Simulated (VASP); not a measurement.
Input of a VASP 6.6.1 run:

File INCAR:

```
PREC = Accurate ; ENCUT = 500
EDIFF = 1E-6 ; ISMEAR = 0
SIGMA = 0.6 ; LREAL = F
LASPH = T ; NELM = 120
ALGO = Normal ; ISIF = 2
LWAVE = F ; LCHARG = F
NBANDS = 18 ; GGA_COMPAT = F
```

KPOINTS

```
regular mesh
0
Gamma
  11 11 6
```

Contents of POSCAR:

```
Sc
1.0
    3.2269060027      0.0000000000      0.0000000000
   -1.6134530014      2.7945825740      0.0000000000
    0.0000000000      0.0000000000      5.0094253455
Sc
2
Direct
    0.3333333333      0.6666666667      0.2500000000
    0.6666666667      0.3333333333      0.7500000000
```

Potentials or basis: VASP PAW LDA potentials, release 64 (Sc_sv).

Run with:

```console
$ cat potpaw_LDA.64/Sc_sv/POTCAR > POTCAR
$ mpirun -np 1 vasp_std > vasp.out
```

(1) Estimate the pressure.

(2) Estimate the band gap on the k mesh.

Answers

(1) 0.7 GPa.

(2) zero (band 11 reaches 5.01 eV, above the bottom of band 12 at 3.42 eV).
